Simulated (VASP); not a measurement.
# Ge2H in VASP: single point with PBE+D3(BJ)

Aim: the single point of Ge2H with PBE+D3(BJ).

Everything below comes from runs of VASP 6.6.1. Logs are shortened: lines on timing, memory, paths and dates and some standing lists are left out, and cuts for length are marked.

### Step 1. The cell of the first run

The cell holds a slab with vacuum, 24 atoms: a = 8.060 Å, b = 8.060 Å, c = 26.323 Å, α = 90.00°, β = 90.00°, γ = 120.00°.

### Step 2. Single point, PBE+D3(BJ)

File INCAR:

```
SYSTEM = Ge2H
PREC = Accurate ; ENCUT = 410
EDIFF = 1E-6 ; ISMEAR = 0
SIGMA = 0.1 ; LREAL = .FALSE.
LASPH = .TRUE. ; NELM = 120
ALGO = Normal ; ISIF = 2
LWAVE = .FALSE. ; LCHARG = .FALSE.
LDIPOL = .TRUE. ; IDIPOL = 3
DIPOL = 0.5 0.5 0.439 ; GGA = PE
IVDW = 12 ; NBANDS = 134
GGA_COMPAT = .FALSE. ; NELMDL = -8
```

File KPOINTS:

```
regular mesh
0
G
  3 3 1
  0 0 0
```

File POSCAR:

```
Ge2H
1.0
    8.0601468051      0.0000000000      0.0000000000
   -4.0300734025      6.9802918914      0.0000000000
    0.0000000000      0.0000000000     26.3231764426
Ge H
16 8
Direct
    0.6666666667      0.3333333333      0.3620383741
    0.6666666667      0.8333333333      0.3620383741
    0.1666666667      0.3333333333      0.3620383741
    0.1666666667      0.8333333333      0.3620383741
    0.5000000000      0.5000000000      0.3932897426
    0.5000000000      0.0000000000      0.3932897426
    0.0000000000      0.5000000000      0.3932897426
    0.0000000000      0.0000000000      0.3932897426
   -0.0001318535      0.5001318535      0.4863039235
   -0.0001318535     -0.0002637069      0.4863039235
    0.5002637069      0.5001318535      0.4863039235
    0.5000000000      0.0000000000      0.4863494143
    0.8333333333      0.6666666667      0.5163385170
    0.8334722234      0.1667361117      0.5161703131
    0.3332638883      0.6665277766      0.5161703131
    0.3332638883      0.1667361117      0.5161703131
    0.6666116794      0.3332233587      0.3029917670
    0.6666116794      0.8333883206      0.3029917670
    0.1666666667      0.3333333333      0.3029922652
    0.1667766413      0.8333883206      0.3029917670
    0.8333333333      0.6666666667      0.5753144200
    0.8334921822      0.1667460911      0.5752908690
    0.3332539089      0.6665078178      0.5752908690
    0.3332539089      0.1667460911      0.5752908690
```

Potentials or basis: VASP PAW PBE potentials, release 64 (Ge_d, H).

Command:

```console
$ cat potpaw_PBE.64/Ge_d/POTCAR potpaw_PBE.64/H/POTCAR > POTCAR
$ mpirun -np 1 vasp_std > vasp.out
```

OUTCAR:

```text
SYSTEM = Ge2H
   PREC = Accurate
   ENCUT = 410
   EDIFF = 1E-6
   ISMEAR = 0
   LREAL = .FALSE.
   LASPH = .TRUE.
   NELM = 120
   ISIF = 2
   GGA = PE
   IVDW = 12
   NELMDL = -8
 IVDW          = 12

 ion  position               nearest neighbor table
   1  0.667  0.333  0.362-  17 1.55   6 2.47   7 2.47   5 2.47
   2  0.667  0.833  0.362-  18 1.55   5 2.47   8 2.47   6 2.47
   3  0.167  0.333  0.362-  19 1.55   8 2.47   5 2.47   7 2.47
   4  0.167  0.833  0.362-  20 1.55   7 2.47   6 2.47   8 2.47
   5  0.500  0.500  0.393-  11 2.45   2 2.47   3 2.47   1 2.47
   6  0.500  0.000  0.393-  12 2.45   1 2.47   4 2.47   2 2.47
[... 8 lines left out ...]
  15  0.333  0.667  0.516-  23 1.56  11 2.46   9 2.46  12 2.46
  16  0.333  0.167  0.516-  24 1.56  11 2.46  10 2.46  12 2.46
  17  0.667  0.333  0.303-   1 1.55
  18  0.667  0.833  0.303-   2 1.55
  19  0.167  0.333  0.303-   3 1.55
  20  0.167  0.833  0.303-   4 1.55
  21  0.833  0.667  0.575-  13 1.55
  22  0.833  0.167  0.575-  14 1.56
  23  0.333  0.667  0.575-  15 1.56
  24  0.333  0.167  0.575-  16 1.56

  LATTYP: Found a hexagonal cell.
 ALAT       =     8.0601468051
 C/A-ratio  =     3.2658433003

  Lattice vectors:

 A1 = (   8.0601468051,   0.0000000000,   0.0000000000)
 A2 = (  -4.0300734025,   6.9802918914,   0.0000000000)
 A3 = (   0.0000000000,   0.0000000000,  26.3231764426)

Analysis of symmetry for initial positions (statically):
=====================================================================
 Subroutine PRICEL returns:
 Original cell was already a primitive cell.

 Routine SETGRP: Setting up the symmetry group for a
 hexagonal supercell.

 Subroutine GETGRP returns: Found  6 space group operations
 (whereof  2 operations were pure point group operations)
 out of a pool of 24 trial point group operations.

The static configuration has the point symmetry C_1h.
 The point group associated with its full space group is C_3v.

Analysis of symmetry for dynamics (positions and initial velocities):
=====================================================================
 Subroutine PRICEL returns:
 Original cell was already a primitive cell.

 Routine SETGRP: Setting up the symmetry group for a
 hexagonal supercell.

 Subroutine GETGRP returns: Found  6 space group operations
 (whereof  2 operations were pure point group operations)
 out of a pool of 24 trial point group operations.

The dynamic configuration has the point symmetry C_1h.
 The point group associated with its full space group is C_3v.

 Subroutine INISYM returns: Found  6 space group operations
 (whereof  2 operations are pure point group operations),
 and found     1 'primitive' translations

----------------------------------------------------------------------------------------

                                     Primitive cell

  volume of cell :    1480.9992

  direct lattice vectors                    reciprocal lattice vectors
     8.060146805  0.000000000  0.000000000     0.124067219  0.071630242  0.000000000
    -4.030073403  6.980291891  0.000000000     0.000000000  0.143260485  0.000000000
     0.000000000  0.000000000 26.323176443     0.000000000  0.000000000  0.037989336

  length of vectors
     8.060146805  8.060146805 26.323176443     0.143260485  0.143260485  0.037989336

  position of ions in fractional coordinates (direct lattice)
     0.666666667  0.333333333  0.362038374
     0.666666667  0.833333333  0.362038374
     0.166666667  0.333333333  0.362038374
     0.166666667  0.833333333  0.362038374
     0.500000000  0.500000000  0.393289743
     0.500000000  0.000000000  0.393289743
[... 16 lines left out ...]
     0.333253909  0.666507818  0.575290869
     0.333253909  0.166746091  0.575290869

  ion indices of the primitive-cell ions
   primitive index   ion index
                 1           1
                 2           2
                 3           3
                 4           4
                 5           5
                 6           6
[... 16 lines left out ...]
                23          23
                24          24

----------------------------------------------------------------------------------------

 KPOINTS: regular mesh

Automatic generation of k-mesh.
 Grid dimensions read from file:
 generate k-points for:    3    3    1

 Generating k-lattice:

  Cartesian coordinates                     Fractional coordinates (reciprocal lattice)
     0.041355740  0.023876747  0.000000000     0.333333333  0.000000000  0.000000000
     0.000000000  0.047753495  0.000000000     0.000000000  0.333333333  0.000000000
     0.000000000  0.000000000  0.037989336     0.000000000  0.000000000  1.000000000

  Length of vectors
     0.047753495  0.047753495  0.037989336

  Shift w.r.t. Gamma in fractional coordinates (k-lattice)
     0.000000000  0.000000000  0.000000000

 Subroutine IBZKPT returns following result:
 ===========================================

 Found      3 irreducible k-points:

 Following reciprocal coordinates:
            Coordinates               Weight
  0.000000  0.000000  0.000000      1.000000
  0.333333 -0.000000  0.000000      6.000000
  0.333333  0.333333  0.000000      2.000000
   k-points           NKPTS =      3   k-points in BZ     NKDIM =      3   number of bands    NBANDS=    134
   number of dos      NEDOS =    301   number of ions     NIONS =     24
   total plane-waves  NPLWV = 524880
   dimension x,y,z NGX =    54 NGY =   54 NGZ =  180
   dimension x,y,z NGXF=   108 NGYF=  108 NGZF=  360
   ions per type =              16   8
   NGX,Y,Z   is equivalent  to a cutoff of  11.14, 11.14, 11.37 a.u.
   NGXF,Y,Z  is equivalent  to a cutoff of  22.28, 22.28, 22.74 a.u.
 SYSTEM =  Ge2H
   PREC   = accura    normal or accurate (medium, high low for compatibility)
   ISTART =      0    job   : 0-new  1-cont  2-samecut
   ICHARG =      2    charge: 1-file 2-atom 10-const
   ISPIN  =      1    spin polarized calculation?
   LNONCOLLINEAR =      F non collinear calculations
   LSORBIT =      F    spin-orbit coupling
   LASPH  =      T    aspherical Exc in radial PAW
   ENCUT  =  410.0 eV  30.13 Ry    5.49 a.u.  13.31 13.31 43.46*2*pi/ulx,y,z
   NELM   =    120;   NELMIN=  2; NELMDL= -8     # of ELM steps
   EDIFF  = 0.1E-05   stopping-criterion for ELM
   LREAL  =      F    real-space projection
   EDIFFG = 0.1E-04   stopping-criterion for IOM
   NSW    =      0    number of steps for IOM
   IBRION =     -1    ionic relax: 0-MD 1-quasi-New 2-CG
   NFREE  =      0    steps in history (QN), initial steepest desc. (CG)
   ISIF   =      2    stress and relaxation
   ISYM   =      2    0-nonsym 1-usesym 2-fastsym
   POTIM  = 0.5000    time-step for ionic-motion
   TEBEG  =    0.0;   TEEND  =   0.0 temperature during run
   PSTRESS=    0.0 pullay stress
   NELECT =     232.0000    total number of electrons
   NUPDOWN=      -1.0000    fix difference up-down
   EMIN   =  10.00;   EMAX   =-10.00  energy-range for DOS
   EFERMI =   0.00;   METHOD = LEGACY
   ISMEAR =     0;   SIGMA  =   0.10  broadening in eV -4-tet -1-fermi 0-gaus
   EFERMI_NEDOS =   21; number of points for ismear=-14 and -15
   IALGO  =     38    algorithm
   IMIX   =      4    mixing-type and parameters
     AMIX     =   0.40;   BMIX     =  1.00
     AMIX_MAG =   1.60;   BMIX_MAG =  1.00
  volume/ion in A,a.u.               =      61.71       416.43
  Fermi-wavevector in a.u.,A,eV,Ry     =   0.882509  1.667700 10.596522  0.778822
  Thomas-Fermi vector in A             =   2.003150
   LORBIT       =      0    0 simple, 1 ext, 2 COOP (PROOUT), +10 PAW based schemes
   GGA     = PE    functional components
   LHFCALC =     F    Hartree Fock is set to
   AEXX    =    0.0000 exact exchange contribution
   IVDW    =    12    specifies the selected vdW correction
   LEPSILON=     F    determine dielectric tensor
   LRPA    =     F    only Hartree local field effects (RPA)
 non-spin polarized calculation
 Gauss-broadening in eV      SIGMA  =   0.10
  energy-cutoff  :      410.00
  volume of cell :     1481.00
 maximum number of plane-waves:     27929
 NGX is ok and might be reduce to    54
   NGX = 27   NGY = 27   NGZ = 87

 number of electron     232.0000312 magnetization

 dipolmoment           0.000000      0.000000     -0.005126 electrons x Angstroem

 Free energy of the ion-electron system (eV)
  ---------------------------------------------------
  ext. energy  EPLUGINS =         0.00000000
  ---------------------------------------------------
  free energy    TOTEN  =       -97.24370444 eV

  energy without entropy =      -97.24370430  energy(sigma->0) =      -97.24370437

 E-fermi :  -1.8375     XC(G=0):  -3.1837

 val. band max:       -2.1856486374   @ k =   0.0000   0.0000   0.0000
 cond. band min:      -1.4989780259   @ k =   0.0000   0.0000   0.0000
 fundamental gap:      0.6866706115
 Fermi energy:        -1.8374547543

 k-point     1 :       0.0000    0.0000    0.0000
  band No.  band energies     occupation
      1     -26.6700      2.00000
      2     -26.6700      2.00000
      3     -26.6689      2.00000
      4     -26.6552      2.00000
      5     -26.6552      2.00000
      6     -26.6529      2.00000
[... 120 lines left out ...]
    127       0.2141      0.00000
    128       0.9402      0.00000

 k-point     2 :       0.3333   -0.0000    0.0000
  band No.  band energies     occupation
      1     -26.6826      2.00000
      2     -26.6822      2.00000
      3     -26.6665      2.00000
      4     -26.6581      2.00000
      5     -26.6564      2.00000
      6     -26.6554      2.00000
[... 120 lines left out ...]
    127       1.0642      0.00000
    128       1.0653      0.00000

 k-point     3 :       0.3333    0.3333    0.0000
  band No.  band energies     occupation
      1     -26.6922      2.00000
      2     -26.6729      2.00000
      3     -26.6705      2.00000
      4     -26.6688      2.00000
      5     -26.6554      2.00000
      6     -26.6548      2.00000
[... 120 lines left out ...]
    127       0.9805      0.00000
    128       0.9824      0.00000
 [bands above 128 left out]

------------------------ aborting loop because EDIFF is reached ----------------------------------------

 vacuum level on the upper side and lower side of the slab       (xc-potential included)        -0.150        -0.135

 Edisp (eV)   -3.55231

 E8    (eV) :    -1.6008

  FORCE on cell =-STRESS in cart. coord.  units (eV):
  Direction    XX          YY          ZZ          XY          YZ          ZX
  --------------------------------------------------------------------------------------
  -------------------------------------------------------------------------------------
  Total      -1.75630    -1.75630    -2.33075    -0.00000    -0.00000    -0.00000
  in kB      -1.90000    -1.90000    -2.52146    -0.00000    -0.00000    -0.00000
  external pressure =       -2.11 kB  Pullay stress =        0.00 kB

 VOLUME and BASIS-vectors are now :
 -----------------------------------------------------------------------------
  energy-cutoff  :      410.00
  volume of cell :     1481.00
      direct lattice vectors                 reciprocal lattice vectors
     8.060146805  0.000000000  0.000000000     0.124067219  0.071630242  0.000000000
    -4.030073403  6.980291891  0.000000000     0.000000000  0.143260485  0.000000000
     0.000000000  0.000000000 26.323176443     0.000000000  0.000000000  0.037989336

 POSITION                                       TOTAL-FORCE (eV/Angst)
 -----------------------------------------------------------------------------------
      4.03007      2.32676      9.53000        -0.000000     -0.001856      0.216600
      2.01504      5.81691      9.53000        -0.001607      0.000928      0.216600
      0.00000      2.32676      9.53000         0.000000     -0.000000      0.223256
     -2.01504      5.81691      9.53000         0.001607      0.000928      0.216600
      2.01504      3.49015     10.35264         0.004536      0.002619     -0.240005
      4.03007      0.00000     10.35264         0.000000     -0.000000     -0.228242
[... 16 lines left out ...]
      0.00000      4.65242     15.14348        -0.000000     -0.000588     -0.030824
      2.01408      1.16394     15.14348        -0.000509      0.000294     -0.030824
 -----------------------------------------------------------------------------------
    total drift:                                0.000002     -0.000001     -0.002864

  FREE ENERGIE OF THE ION-ELECTRON SYSTEM (eV)
  ---------------------------------------------------
  free  energy   TOTEN  =      -100.7960119628 eV

  energy  without entropy=     -100.7960118285  energy(sigma->0) =     -100.79601190

 vacuum level on the upper side and lower side of the slab         2.193         2.208
```

It took 23 min on 1 thread of Intel Xeon Platinum 8375C at 2.90GHz (Ice Lake), shared host; peak memory 1.1 GiB.

What came out:

- Free energy: -100.7960 eV
- Largest force: 0.240 eV/Å
- Band gap on the k mesh: 0.69 eV
- Dispersion energy per atom: -0.148 eV

Forces in eV/Å, atoms in the order of the input:
```
Ge   0.000 -0.002  0.217
Ge  -0.002  0.001  0.217
Ge   0.000  0.000  0.223
Ge   0.002  0.001  0.217
Ge   0.005  0.003 -0.240
Ge   0.000  0.000 -0.228
Ge  -0.005  0.003 -0.240
Ge   0.000 -0.005 -0.240
Ge   0.012 -0.007  0.002
Ge   0.000  0.014  0.002
Ge  -0.012 -0.007  0.002
Ge   0.000  0.000 -0.007
Ge   0.000  0.000 -0.028
Ge  -0.005 -0.003  0.031
Ge   0.000  0.006  0.031
Ge   0.005 -0.003  0.031
H    0.000  0.001  0.021
H    0.001 -0.001  0.021
H    0.000  0.000  0.022
H   -0.001 -0.001  0.021
H    0.000  0.000  0.019
H    0.001  0.000 -0.031
H    0.000 -0.001 -0.031
H   -0.001  0.000 -0.031
```
